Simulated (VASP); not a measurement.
# Mo (C2/m) in VASP: single point with PBEsol

Aim: the single point of Mo with PBEsol.

Everything below comes from runs of VASP 6.6.1. Logs are shortened: lines on timing, memory, paths and dates and some standing lists are left out, and cuts for length are marked.

## Step 1: The cell of the first run

The typed cell holds 1 atom: a = 3.126 Å, b = 2.710 Å, c = 2.709 Å, α = 70.61°, β = 125.15°, γ = 125.21°.

## Step 2: Single point, PBEsol

INCAR

```
PREC = Accurate ; ENCUT = 520
EDIFF = 1E-7 ; ISMEAR = 0
SIGMA = 0.15 ; LREAL = F
LASPH = T ; NELM = 80
ALGO = Normal ; ISIF = 2
LWAVE = F ; LCHARG = F
GGA = PS ; NBANDS = 13
```

KPOINTS

```
regular mesh
0
Gamma
  12 12 14
```

POSCAR

```
Mo
1.0
    2.9820399348     -0.0002274799     -0.9368728558
   -1.4917106647      2.2146496859      0.4657040960
   -0.8239984135      0.0029250650      2.5806915104
Mo
1
Direct
    0.0000000000      0.0000000000      0.5000000000
```

Potentials or basis: VASP PAW PBE potentials, release 64 (Mo_sv).

Run with:

```bash
$ cat potpaw_PBE.64/Mo_sv/POTCAR > POTCAR
$ mpirun -np 1 vasp_std > vasp.out
```

OUTCAR:

```text
PREC = Accurate
   ENCUT = 520
   EDIFF = 1E-7
   ISMEAR = 0
   LREAL = F
   LASPH = T
   NELM = 80
   ISIF = 2
   GGA = PS

 ion  position               nearest neighbor table
   1  0.000  0.000  0.500-

  LATTYP: Found a base centered monoclinic cell.
 ALAT       =     3.1257467864
 B/A-ratio  =     1.4169655386
 C/A-ratio  =     0.8666888098
 COS(beta)  =    -0.5757073384

  Lattice vectors:

 A1 = (   1.4917106647,  -2.2146496859,  -0.4657040960)
 A2 = (   1.4903292701,   2.2144222060,  -0.4711687598)
 A3 = (  -0.8239984135,   0.0029250650,   2.5806915104)

Analysis of symmetry for initial positions (statically):
=====================================================================
 Subroutine PRICEL returns:
 Original cell was already a primitive cell.

 Routine SETGRP: Setting up the symmetry group for a
 base centered monoclinic supercell.

 Subroutine GETGRP returns: Found  4 space group operations
 (whereof  4 operations were pure point group operations)
 out of a pool of  4 trial point group operations.

The static configuration has the point symmetry C_2h.

Analysis of symmetry for dynamics (positions and initial velocities):
=====================================================================
 Subroutine PRICEL returns:
 Original cell was already a primitive cell.

 Routine SETGRP: Setting up the symmetry group for a
 base centered monoclinic supercell.

 Subroutine GETGRP returns: Found  4 space group operations
 (whereof  4 operations were pure point group operations)
 out of a pool of  4 trial point group operations.

The dynamic configuration has the point symmetry C_2h.

 Subroutine INISYM returns: Found  4 space group operations
 (whereof  4 operations are pure point group operations),
 and found     1 'primitive' translations

----------------------------------------------------------------------------------------

                                     Primitive cell

  volume of cell :      15.3329

  direct lattice vectors                    reciprocal lattice vectors
     2.982039935 -0.000227480 -0.936872856     0.372660367  0.226043660  0.118731882
    -1.491710665  2.214649686  0.465704096    -0.000140440  0.451561143 -0.000556660
    -0.823998414  0.002925065  2.580691510     0.135312874  0.000573604  0.430696932

  length of vectors
     3.125746786  2.710489669  2.709049762     0.451739688  0.451561508  0.451452932

  position of ions in fractional coordinates (direct lattice)
     1.000000000  0.000000000  0.500000000

  ion indices of the primitive-cell ions
   primitive index   ion index
                 1           1

----------------------------------------------------------------------------------------

 KPOINTS: regular mesh

Automatic generation of k-mesh.
 Grid dimensions read from file:
 generate k-points for:   12   12   14

 Generating k-lattice:

  Cartesian coordinates                     Fractional coordinates (reciprocal lattice)
     0.031055031  0.018836972  0.009894323     0.083333333 -0.000000000 -0.000000000
    -0.000011703  0.037630095 -0.000046388    -0.000000000  0.083333333  0.000000000
     0.009665205  0.000040972  0.030764067    -0.000000000  0.000000000  0.071428571

  Length of vectors
     0.037644974  0.037630126  0.032246638

  Shift w.r.t. Gamma in fractional coordinates (k-lattice)
     0.000000000  0.000000000  0.000000000

 Subroutine IBZKPT returns following result:
 ===========================================

 Found    554 irreducible k-points:

 Following reciprocal coordinates:
            Coordinates               Weight
  0.000000  0.000000  0.000000      1.000000
  0.083333  0.000000  0.000000      4.000000
  0.166667  0.000000 -0.000000      4.000000
  0.250000  0.000000 -0.000000      4.000000
  0.333333 -0.000000 -0.000000      4.000000
  0.416667  0.000000  0.000000      4.000000
[... 16 lines left out ...]
  0.333333  0.166667  0.000000      4.000000
  0.416667  0.166667  0.000000      4.000000
 [... further k-points ...]
   k-points           NKPTS =    554   k-points in BZ     NKDIM =    554   number of bands    NBANDS=     13
   number of dos      NEDOS =    301   number of ions     NIONS =      1
   total plane-waves  NPLWV =   9600
   dimension x,y,z NGX =    24 NGY =   20 NGZ =   20
   dimension x,y,z NGXF=    48 NGYF=   40 NGZF=   40
   ions per type =               1
   NGX,Y,Z   is equivalent  to a cutoff of  12.76, 12.27, 12.27 a.u.
   NGXF,Y,Z  is equivalent  to a cutoff of  25.53, 24.53, 24.55 a.u.
 SYSTEM =  unknown system
   PREC   = accura    normal or accurate (medium, high low for compatibility)
   ISTART =      0    job   : 0-new  1-cont  2-samecut
   ICHARG =      2    charge: 1-file 2-atom 10-const
   ISPIN  =      1    spin polarized calculation?
   LNONCOLLINEAR =      F non collinear calculations
   LSORBIT =      F    spin-orbit coupling
   LASPH  =      T    aspherical Exc in radial PAW
   ENCUT  =  520.0 eV  38.22 Ry    6.18 a.u.   5.81  5.04  5.04*2*pi/ulx,y,z
   NELM   =     80;   NELMIN=  2; NELMDL= -5     # of ELM steps
   EDIFF  = 0.1E-06   stopping-criterion for ELM
   LREAL  =      F    real-space projection
   EDIFFG = 0.1E-05   stopping-criterion for IOM
   NSW    =      0    number of steps for IOM
   IBRION =     -1    ionic relax: 0-MD 1-quasi-New 2-CG
   NFREE  =      0    steps in history (QN), initial steepest desc. (CG)
   ISIF   =      2    stress and relaxation
   ISYM   =      2    0-nonsym 1-usesym 2-fastsym
   POTIM  = 0.5000    time-step for ionic-motion
   TEBEG  =    0.0;   TEEND  =   0.0 temperature during run
   PSTRESS=    0.0 pullay stress
   NELECT =      14.0000    total number of electrons
   NUPDOWN=      -1.0000    fix difference up-down
   EMIN   =  10.00;   EMAX   =-10.00  energy-range for DOS
   EFERMI =   0.00;   METHOD = LEGACY
   ISMEAR =     0;   SIGMA  =   0.15  broadening in eV -4-tet -1-fermi 0-gaus
   EFERMI_NEDOS =   21; number of points for ismear=-14 and -15
   IALGO  =     38    algorithm
   IMIX   =      4    mixing-type and parameters
     AMIX     =   0.40;   BMIX     =  1.00
     AMIX_MAG =   1.60;   BMIX_MAG =  1.00
  volume/ion in A,a.u.               =      15.33       103.47
  Fermi-wavevector in a.u.,A,eV,Ry     =   1.588215  3.001292 34.319714  2.522428
  Thomas-Fermi vector in A             =   2.687253
   LORBIT       =      0    0 simple, 1 ext, 2 COOP (PROOUT), +10 PAW based schemes
   GGA     = PS    functional components
   LHFCALC =     F    Hartree Fock is set to
   AEXX    =    0.0000 exact exchange contribution
   IVDW    =     0    specifies the selected vdW correction
   LEPSILON=     F    determine dielectric tensor
   LRPA    =     F    only Hartree local field effects (RPA)
 non-spin polarized calculation
 Gauss-broadening in eV      SIGMA  =   0.15
  energy-cutoff  :      520.00
  volume of cell :       15.33
 maximum number of plane-waves:       426
   NGX = 11   NGY =  9   NGZ =  9

 number of electron      13.9999998 magnetization

 Free energy of the ion-electron system (eV)
  ---------------------------------------------------
  ext. energy  EPLUGINS =         0.00000000
  ---------------------------------------------------
  free energy    TOTEN  =       -11.78668715 eV

  energy without entropy =      -11.78142151  energy(sigma->0) =      -11.78405433

 E-fermi :  12.7598     XC(G=0): -13.6388

 val. band max:       12.7530000513   @ k =  -0.0833   0.4167   0.3571
 cond. band min:      12.7606446099   @ k =   0.4167   0.2500   0.2857
 fundamental gap:      0.0076445586
 Fermi energy:        12.7598360292

 k-point     1 :       0.0000    0.0000    0.0000
  band No.  band energies     occupation
      1     -48.4250      2.00000
      2     -21.6735      2.00000
      3     -21.6649      2.00000
      4     -21.6586      2.00000
      5       5.4294      2.00000
      6      11.3437      2.00000
      7      11.3828      2.00000
      8      11.3839      2.00000
      9      14.4407      0.00000
     10      14.4733      0.00000
     11      27.5951      0.00000
     12      27.6048      0.00000
     13      27.6436      0.00000

 k-point     2 :       0.0833    0.0000    0.0000
  band No.  band energies     occupation
      1     -48.4063      2.00000
      2     -21.7711      2.00000
      3     -21.6995      2.00000
      4     -21.6677      2.00000
      5       5.7408      2.00000
      6      11.1761      2.00000
      7      11.3431      2.00000
      8      11.6749      2.00000
      9      14.2183      0.00000
     10      14.4562      0.00000
     11      27.8547      0.00000
     12      28.1302      0.00000
     13      28.2295      0.00000

 k-point     3 :       0.1667    0.0000   -0.0000
  band No.  band energies     occupation
      1     -48.3545      2.00000
      2     -22.0585      2.00000
      3     -21.7878      2.00000
      4     -21.6713      2.00000
      5       6.5583      2.00000
      6      10.7297      2.00000
      7      11.1834      2.00000
      8      12.5343      1.96651
      9      13.8807      0.00000
     10      14.4998      0.00000
     11      28.1883      0.00000
     12      29.3567      0.00000
     13      29.6219      0.00000
[... 305 lines left out ...]
 k-point    23 :       0.3333    0.1667    0.0000
  band No.  band energies     occupation
      1     -48.1376      2.00000
      2     -22.9745      2.00000
      3     -22.2348      2.00000
      4     -21.7987      2.00000
      5       8.1875      2.00000
      6       9.5799      2.00000
      7      11.8352      2.00000
      8      14.2413      0.00000
      9      15.4324      0.00000
     10      18.8479      0.00000
     11      24.8585      0.00000
     12      26.3863      0.00000
     13      29.7158      0.00000

 k-point    24 :       0.4167    0.1667    0.0000
  band No.  band energies     occupation
      1     -48.1205      2.00000
      2     -23.0331      2.00000
      3     -22.2843      2.00000
      4     -21.8024      2.00000
      5       8.0698      2.00000
      6       9.5091      2.00000
      7      12.2517      2.00000
      8      14.3395      0.00000
      9      15.6788      0.00000
     10      19.7462      0.00000
     11      23.9333      0.00000
     12      25.8113      0.00000
     13      29.2226      0.00000

 [... further k-points ...]
[... 5 lines left out ...]
  --------------------------------------------------------------------------------------
  -------------------------------------------------------------------------------------
  Total        0.0519110      0.0505385      0.0538674      0.0000002      0.0000040     -0.0001425
  in kB        5.4243281      5.2809119      5.6287496      0.0000216      0.0004185     -0.0148923
  external PRESSURE =       5.4446632 kB  Pullay stress =       0.0000000 kB

 VOLUME and BASIS-vectors are now :
 -----------------------------------------------------------------------------
  energy-cutoff  :      520.00
  volume of cell :       15.33
      direct lattice vectors                 reciprocal lattice vectors
     2.982039935 -0.000227480 -0.936872856     0.372660367  0.226043660  0.118731882
    -1.491710665  2.214649686  0.465704096    -0.000140440  0.451561143 -0.000556660
    -0.823998414  0.002925065  2.580691510     0.135312874  0.000573604  0.430696932

 POSITION                                       TOTAL-FORCE (eV/Angst)
 -----------------------------------------------------------------------------------
     -0.41200      0.00146      1.29035         0.000000      0.000000      0.000000
 -----------------------------------------------------------------------------------
    total drift:                               -0.000000     -0.000000      0.000000

  FREE ENERGIE OF THE ION-ELECTRON SYSTEM (eV)
  ---------------------------------------------------
  free  energy   TOTEN  =       -11.7866871450 eV

  energy  without entropy=      -11.7814215084  energy(sigma->0) =      -11.78405433
```

It took 2.2 min on 1 thread of AMD EPYC 7R43 (Zen 3), shared host; peak memory 0.17 GiB.

What came out:

```
Free energy            : -11.7867 eV
Pressure               : 0.5 GPa
Band gap on the k mesh : zero (bands 7 and 8 overlap by 5.50 eV)
```

Caveat: the PAW data sets were made with another functional, which shifts forces and pressure a little.
